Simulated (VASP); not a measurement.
A run of VASP 6.6.1 is set up as follows.

File INCAR:

```
ALGO     = Normal         # electronic algorithm
EDIFF    = 1E-7           # SCF threshold, eV
EDIFFG   = -0.005         # ionic threshold
ENCUT    = 600            # plane-wave cutoff, eV
GGA_COMPAT= F            
IBRION   = 2              # ionic algorithm
ISIF     = 3              # what is computed and relaxed
ISMEAR   = -1             # smearing method
LASPH    = T              # aspherical terms in the spheres
LCHARG   = F              # write CHGCAR
LREAL    = F              # projectors in reciprocal space
LWAVE    = F              # write WAVECAR
NELM     = 120            # most SCF steps
NELMIN   = 4            
NSW      = 80             # ionic steps
PREC     = Accurate       # precision mode
SIGMA    = 0.02           # smearing width, eV
```

KPOINTS

```
k-points
0
Gamma
  8 8 8
```

POSCAR

```
BeSe
1.0
    0.0000000000      2.5889059340      2.5889059340
    2.5889059340      0.0000000000      2.5889059340
    2.5889059340      2.5889059340      0.0000000000
Be Se
1 1
Direct
    0.0000000000      0.0000000000      0.0000000000
    0.2500000000      0.2500000000      0.2500000000
```

Potentials or basis: VASP PAW LDA potentials, release 64 (Be, Se).

Launch:

```console
$ cat potpaw_LDA.64/Be/POTCAR potpaw_LDA.64/Se/POTCAR > POTCAR
$ mpirun -np 1 vasp_std > vasp.out
```

Q: Estimate the space group after relaxing (to 0.05 Å).

A: F-43m (No. 216).

Q: What does it give for the band gap on the k mesh?

A: 2.40 eV, indirect (least direct gap 4.44 eV).

Q: Predict the relaxed cell.

A: a = 3.597 Å, b = 3.597 Å, c = 3.597 Å, α = 60.00°, β = 60.00°, γ = 60.00°.

Final structure:
```
CELL_PARAMETERS angstrom
0.00000 2.54370 2.54370
2.54370 0.00000 2.54370
2.54370 2.54370 0.00000
ATOMIC_POSITIONS crystal
Be 0.00000 0.00000 0.00000
Se 0.25000 0.25000 0.25000
```

A k mesh can miss the band edges.
